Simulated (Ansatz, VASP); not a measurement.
One calculation of H, two programs

Contents of INCAR:

```
  PREC = Accurate
  ENCUT = 520
  EDIFF = 1E-7
  ISMEAR = 0
  SIGMA = 0.005
  LREAL = F
  LASPH = T
  NELM = 60
  ALGO = Normal
  ISIF = 2
  LWAVE = F
  LCHARG = F
  GGA = PE
  IVDW = 12
  IBRION = 2
  NSW = 100
  EDIFFG = -0.01
  ISYM = 0
```

The input KPOINTS:

```
regular mesh
0
Gamma
  1 1 1
```

File POSCAR:

```
H
1.0
   15.0000000000      0.0000000000      0.0000000000
    0.0000000000     15.5000000000      0.0000000000
    0.0000000000      0.0000000000     16.0000000000
H
2
Direct
    0.4767982093      0.4990469909      0.5011083543
    0.5232017907      0.5009530091      0.4988916457
```

Input for Ansatz:

```yaml
crystal:
  lattice:
    - [15.0, 0.0, 0.0]
    - [0.0, 15.5, 0.0]
    - [0.0, 0.0, 16.0]
  atoms:
    - { symbol: H, position: [0.4767982093, 0.4990469909, 0.5011083543] }
    - { symbol: H, position: [0.5232017907, 0.5009530091, 0.4988916457] }
  symmetry: { detect: false }
basis:
  ecutwfc: 420
kpoints:
  mp_grid: { grid: [1, 1, 1] }
hamiltonian:
  xc: pbe
  dispersion: d3bj
scf:
  occupations: { method: gaussian, width: 0.005 }
output:
  forces: true
  eigenvalues: true
relax:
  adjacent_minimum: "off"
  f_tol: 0.01
  max_steps: 80
```

Alike in both runs: task relaxation of the atoms; functional PBE; dispersion D3(BJ); k mesh 1 × 1 × 1; occupations gaussian, width 0.005 eV; no spin polarisation.

|  | VASP | Ansatz |
| --- | --- | --- |
| version | VASP 6.6.1 | Ansatz 0.2.0 |
| potentials or method | VASP PAW PBE potentials, release 64 (H), cutoff 520 eV | scalar-relativistic, plane waves, PAW |
| valence electrons in the cell | 2 | 2 |

Ansatz gave:

```
gap on the k mesh at the Fermi level, each at its own relaxed structure (eV) : 10.26
```

Q: Which values does VASP return?

A: gap on the k mesh at the Fermi level, each at its own relaxed structure (eV): 10.27.
